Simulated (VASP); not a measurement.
Set up this calculation in VASP 6.6.1, as the native input.

```
Task                   : electric field gradients
Functional             : PBEsol
Potentials or basis    : VASP PAW PBE potentials, release 64 (Hg, Te)
Cutoff                 : 520 eV
k mesh                 : 10 × 10 × 10
Occupations            : fermi-dirac, width 0.08 eV
Spin                   : no spin polarisation
Dipole correction      : no
Further INCAR settings : ALGO = Normal; EDIFF = 1e-08; NBANDS = 16
```

The structure of HgTe lies in POSCAR:

```
HgTe
1.0
    0.0000000000      2.9215000000      2.9215000000
    2.9215000000      0.0000000000      2.9215000000
    2.9215000000      2.9215000000      0.0000000000
Hg Te
1 1
Direct
    0.0000000000      0.0000000000      0.0000000000
    0.5000000000      0.5000000000      0.5000000000
```

These files were run (other wordings do the same):

INCAR

```
ALGO     = Normal         # electronic algorithm
EDIFF    = 1E-8           # SCF threshold, eV
ENCUT    = 520            # plane-wave cutoff, eV
GGA      = PS             # functional
ISIF     = 2              # what is computed and relaxed
ISMEAR   = -1             # smearing method
LASPH    = T              # aspherical terms in the spheres
LCHARG   = F              # write CHGCAR
LEFG     = T            
LREAL    = F              # projectors in reciprocal space
LWAVE    = F              # write WAVECAR
NBANDS   = 16             # bands
NELM     = 60             # most SCF steps
PREC     = Accurate       # precision mode
SIGMA    = 0.08           # smearing width, eV
```

KPOINTS

```
k-points
0
Gamma
  10 10 10
```

Potentials or basis: VASP PAW PBE potentials, release 64 (Hg, Te).

The run is started by

```bash
$ cat potpaw_PBE.64/Hg/POTCAR potpaw_PBE.64/Te/POTCAR > POTCAR
$ mpirun -np 1 vasp_std > vasp.out
```

It gave:

- Pressure: 6.3 GPa
- Band gap on the k mesh: zero (band 9 reaches 6.22 eV, above the bottom of band 10 at 2.95 eV)

Caveat: without QUAD_EFG the Cq values of the log hold for a quadrupole moment of 1 mb, not for the nuclei; the PAW data sets were made with another functional, which shifts forces and pressure a little; spin-orbit coupling is left out, which moves the levels of the heavy elements.

Wall time 42 s on 1 thread of Intel Xeon 8259CL (shared host), peak memory 0.2 GiB.
